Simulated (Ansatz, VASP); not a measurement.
## One calculation of NiO, two programs

```
Ni O
1.0
     0.00000    2.08590    2.08590
     2.08590    0.00000    2.08590
     2.08590    2.08590    0.00000
Ni O
1 1
Direct
  0.00000 0.00000 0.00000
  0.50000 0.50000 0.50000
```

Alike in both runs: task band structure; functional PBE; k mesh 11 × 11 × 11; occupations fermi-dirac, width 0.05 eV; collinear spin, ferromagnetic start.

|  | VASP | Ansatz |
| --- | --- | --- |
| version | VASP 6.6.1 | Ansatz 0.2.0 |
| potentials or method | VASP PAW PBE potentials, release 54 (Ni, O) | Ansatz PAW |
| plane-wave cutoff (eV) | 500 | 420 |
| valence electrons in the cell | 16 | 24 |

Ansatz gave:

```
gap on the k mesh at the Fermi level (eV)                     : none
pressure (GPa)                                                : 5.7
net moment per atom (μB)                                      : 0.86
size of the moment on the site where the two differ most (μB) : 0.27
```

Question: Which values does VASP return?

Answer: gap on the k mesh at the Fermi level (eV): none; pressure (GPa): 4.8; net moment per atom (μB): 0.83; size of the moment on the site where the two differ most (μB): 0.25.

Site moments also hang on the region over which each program counts them. A gap of «none» marks a metal or a gap that the smearing closes. The functional is the same, so the differences come from potentials, cutoffs and numerics. VASP's potentials hold 16 valence electrons a cell and Ansatz's 24, so a difference there can come from the potentials and not from the codes.
